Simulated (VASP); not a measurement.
Set up this calculation in VASP 6.6.1, as the native input.

```yaml
Task: single point
Functional: RPBE
Potentials_or_basis: VASP PAW PBE potentials, release 64 (Pb_d, O_h)
Cutoff: 1340 eV
k_mesh: 6 × 6 × 6
Occupations: gaussian, width 0.1 eV
Spin: no spin polarisation
Hubbard_terms: O p U = 8.8 eV
Dipole_correction: no
Further_INCAR_settings: ALGO = Normal; EDIFF = 1e-06; NBANDS = 20
```

The structure of PbO2 lies in POSCAR:

```
PbO2
1.0
    0.0000000000      2.6183710443      2.6183710443
    2.6183710443      0.0000000000      2.6183710443
    2.6183710443      2.6183710443      0.0000000000
Pb O
1 2
Direct
    0.0000000000      0.0000000000      0.0000000000
    0.2500000000      0.2500000000      0.2500000000
    0.7500000000      0.7500000000      0.7500000000
```

The input as run:

INCAR

```
SYSTEM = PbO2
  ALGO = Normal
  EDIFF = 1E-6
  ENCUT = 1340
  GGA = RP
  GGA_COMPAT = .False.
  ISIF = 2
  ISMEAR = 0
  LASPH = .True.
  LCHARG = .False.
  LDAU = .True.
  LDAUJ = 0 0
  LDAUL = -1 1
  LDAUPRINT = 1
  LDAUTYPE = 2
  LDAUU = 0 8.8
  LREAL = .False.
  LWAVE = .False.
  NBANDS = 20
  NELM = 200
  PREC = Accurate
  SIGMA = 0.1
```

KPOINTS

```
k-points
0
Gamma
  6 6 6
  0 0 0
```

Potentials or basis: VASP PAW PBE potentials, release 64 (Pb_d, O_h).

Run with:

```bash
$ cat potpaw_PBE.64/Pb_d/POTCAR potpaw_PBE.64/O_h/POTCAR > POTCAR
$ mpirun -np 1 vasp_std > vasp.out
```

It gave:

- Pressure: 24.2 GPa
- Band gap on the k mesh: zero (bands 13 and 14 overlap by 1.42 eV)

Caveat: the cell stands under pressure; the PAW data sets were made with another functional, which shifts forces and pressure a little; spin-orbit coupling is left out, which moves the levels of the heavy elements; U without spin polarisation on a metal has little footing.

Wall time 46 s on 1 thread of Intel(R) Xeon(R) Platinum 8375C CPU @ 2.90GHz (Ice Lake), with other jobs on the host, peak memory 0.34 GiB.
